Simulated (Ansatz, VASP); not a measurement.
Co: VASP beside Ansatz

File INCAR:

```
SYSTEM = Co
ALGO = Normal
EDIFF = 1E-6
ENCUT = 520
GGA = PE
ISIF = 2
ISMEAR = -1
ISPIN = 2
LASPH = .TRUE.
LCHARG = .FALSE.
LMAXMIX = 4
LORBIT = 11
LREAL = .FALSE.
LWAVE = .FALSE.
MAGMOM = 0.3 0.3
NBANDS = 20
NELM = 150
PREC = Accurate
SIGMA = 0.1
```

KPOINTS

```
k-points
0
G
  11 11 6
  0 0 0
```

POSCAR

```
Co
1.0
    2.5053999800      0.0000000000      0.0000000000
   -1.2526999900      2.1697400300      0.0000000000
    0.0000000000      0.0000000000      4.0893000000
Co
2
Direct
    0.3333333300      0.6666666700      0.2500000000
    0.6666666700      0.3333333300      0.7500000000
```

Input for Ansatz:

```yaml
crystal:
  lattice:
    - [2.50539998, 0.0, 0.0]
    - [-1.25269999, 2.16974003, 0.0]
    - [0.0, 0.0, 4.0893]
  atoms:
    - { symbol: Co, position: [0.33333333, 0.66666667, 0.25], spin: 0.3 }
    - { symbol: Co, position: [0.66666667, 0.33333333, 0.75], spin: 0.3 }
magnetization:
  spin_polarized: true
hamiltonian:
  xc: pbe
  pseudopotentials: { kind: paw }
basis:
  ecutwfc: 420
kpoints:
  mp_grid: { grid: [11, 11, 6] }
scf:
  occupations: { method: fermi_dirac, width: 0.1 }
  lower_state_search: "off"
output:
  forces: true
  stress: true
  write_density: true
  write_potential: true
  elf: true
  volumetric_format: npy
```

Change from the starting cell: parallel moments scaled by 0.1, plain SCF.

Alike in both runs: task single point; functional PBE; k mesh 11 × 11 × 6; occupations fermi-dirac, width 0.1 eV; collinear spin.

|  | VASP | Ansatz |
| --- | --- | --- |
| version | VASP 6.6.1 | Ansatz 0.2.0 |
| potentials or method | VASP PAW PBE potentials, release 64 (Co), cutoff 520 eV | PAW, plane waves, scalar-relativistic |
| valence electrons in the cell | 18 | 34 |

|  | VASP | Ansatz | Ansatz less VASP |
| --- | --- | --- | --- |
| pressure (GPa) | -5.7 | -5.1 | +0.61 |
| traceless stress, the component that is largest in VASP (GPa) | -1.23 | -1.15 | +0.086 |
| net moment per atom (μB) | 1.58 | 1.59 | +0.010 |
| size of the moment on the site where the two differ most (μB) | 1.61 | 1.67 | +0.063 |

Site moments also hang on the region over which each program counts them. The functional is the same, so the differences come from potentials, cutoffs and numerics. VASP's potentials hold 18 valence electrons a cell and Ansatz's 34, so a difference there can come from the potentials and not from the codes.
